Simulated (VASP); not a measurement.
Here is a VASP 6.6.1 calculation.

INCAR

```
PREC = Accurate ; ENCUT = 500
EDIFF = 1E-6 ; ISMEAR = -5
SIGMA = 0.1 ; LREAL = F
LASPH = T ; NELM = 120
ALGO = Normal ; ISIF = 2
LWAVE = F ; LCHARG = F
GGA = PE ; NBANDS = 11
GGA_COMPAT = F
```

File KPOINTS:

```
regular mesh
0
Gamma
  7 7 7
```

File POSCAR:

```
Hf
1.0
    0.0000000000      2.2426589092      2.2426589092
    2.2426589092      0.0000000000      2.2426589092
    2.2426589092      2.2426589092      0.0000000000
Hf
1
Direct
    0.0000000000      0.0000000000      0.0000000000
```

Potentials or basis: VASP PAW PBE potentials, release 64 (Hf_pv).

Command:

```sh
$ cat potpaw_PBE.64/Hf_pv/POTCAR > POTCAR
$ mpirun -np 1 vasp_std > vasp.out
```

(1) Estimate the band gap on the k mesh.

(2) Predict the pressure.

Results:

(1) zero (band 5 reaches 6.07 eV, above the bottom of band 6 at 4.47 eV).

(2) -0.5 GPa.

Caveat: spin-orbit coupling is left out, which moves the levels of the heavy elements; tetrahedron occupations give inexact forces and stress in metals.
